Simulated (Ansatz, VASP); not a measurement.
## Mg in VASP and in Ansatz

The input INCAR:

```
SYSTEM = Mg
ALGO = Normal ; EDIFF = 1E-7
ENCUT = 520 ; GGA = RE
ISIF = 2 ; ISMEAR = -1
LASPH = .True. ; LCHARG = .False.
LREAL = .False. ; LWAVE = .False.
NBANDS = 7 ; NELM = 80
PREC = Accurate ; SIGMA = 0.1
```

File KPOINTS:

```
k-points
0
Gamma
  12 12 12
  0 0 0
```

The input POSCAR:

```
Mg
1.0
    2.9208272789      0.0000000000      0.0000000000
    0.0000000000      2.9208272789      0.0000000000
    0.0000000000      0.0000000000      2.9208272789
Mg
1
Direct
    0.0000000000      0.0000000000      0.0000000000
```

Input for Ansatz:

```yaml
crystal:
  lattice:
    - [2.9208272789, 0.0, 0.0]
    - [0.0, 2.9208272789, 0.0]
    - [0.0, 0.0, 2.9208272789]
  atoms:
    - { symbol: Mg, position: [0.0, 0.0, 0.0] }
hamiltonian:
  xc: revpbe
  pseudopotentials:
    kind: paw
    azcp:
      Mg: "pseudopotentials/Mg.paw.azcp"
basis:
  ecutwfc: 420
  fft_grid_basis: typed
kpoints:
  mp_grid: { grid: [12, 12, 12], shift: [0, 0, 0] }
magnetization:
  spin_polarized: false
scf:
  occupations: { method: fermi_dirac, width: 0.1 }
  lower_state_search: "off"
output:
  stress: true
```

Alike in both runs: task single point; functional revPBE; k mesh 12 × 12 × 12; occupations fermi-dirac, width 0.1 eV; no spin polarisation.

```csv
,VASP,Ansatz
version,VASP 6.6.1,Ansatz 0.2.0
potentials or method,"VASP PAW PBE potentials, release 64 (Mg), cutoff 520 eV","plane waves (420 eV) with PAW, scalar-relativistic"
valence electrons in the cell,2,10
```

VASP gave:

| Quantity | Value |
| --- | --- |
| pressure (GPa) | 3.5 |

Q: Which values does Ansatz return?

A: Pressure (GPa): 3.6.

VASP's potentials were made for PBE, not for revPBE. VASP's potentials hold 2 valence electrons a cell and Ansatz's 10, so a difference there can come from the potentials and not from the codes.
